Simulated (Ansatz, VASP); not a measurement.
**AlAs: VASP beside Ansatz**

INCAR

```
ALGO = Normal
EDIFF = 1E-6
ENCUT = 500
GGA_COMPAT = F
ISIF = 2
ISMEAR = 0
LASPH = T
LCHARG = T
LELF = T
LREAL = F
LVHAR = T
LWAVE = F
NBANDS = 11
NELM = 120
PREC = Accurate
SIGMA = 0.05
```

KPOINTS

```
k-points
0
Gamma
  8 8 8
```

File POSCAR:

```
AlAs
1.0
    0.0000000000      2.7674356171      2.7674356171
    2.7674356171      0.0000000000      2.7674356171
    2.7674356171      2.7674356171      0.0000000000
Al As
1 1
Direct
    0.0000000000      0.0000000000      0.0000000000
    0.7500000000      0.7500000000      0.7500000000
```

Input for Ansatz:

```yaml
crystal:
  lattice:
    - [0.0, 2.7674356171, 2.7674356171]
    - [2.7674356171, 0.0, 2.7674356171]
    - [2.7674356171, 2.7674356171, 0.0]
  atoms:
    - { symbol: Al, position: [0.0, 0.0, 0.0] }
    - { symbol: As, position: [0.75, 0.75, 0.75] }
basis:
  ecutwfc: 420
kpoints:
  mp_grid: { grid: [8, 8, 8] }
hamiltonian:
  xc: lda
  pseudopotentials: { kind: paw, azcp: { folder: soft_1 } }
scf:
  occupations: { method: gaussian, width: 0.05 }
output:
  forces: true
  stress: true
  eigenvalues: true
```

Change from the starting cell: mode 4 frozen in at +0.000 Å, equal normal strain along x, y and z -0.0167.

Alike in both runs: task single point; functional LDA; k mesh 8 × 8 × 8; occupations gaussian, width 0.05 eV; no spin polarisation.

```csv
,VASP,Ansatz
version,VASP 6.6.1,Ansatz 0.2.0
potentials or method,"VASP PAW LDA potentials, release 64 (Al, As), cutoff 500 eV","scalar-relativistic, plane waves, PAW"
valence electrons in the cell,8,18
```

Ansatz gave:

```
gap on the k mesh at the Fermi level (eV) : 1.24
least direct gap on the mesh (eV)         : 2.39
pressure (GPa)                            : 4.3
```

**Question.** Estimate VASP's values.

**Answer.** gap on the k mesh at the Fermi level (eV): 1.22; least direct gap on the mesh (eV): 2.43; pressure (GPa): 4.7.

Ansatz warns that its potentials were made for another functional, while VASP's fit it. LDA's correlation is that of Perdew and Zunger in VASP and of Perdew and Wang (1992) in Ansatz. VASP's potentials hold 8 valence electrons a cell and Ansatz's 18, so a difference there can come from the potentials and not from the codes.
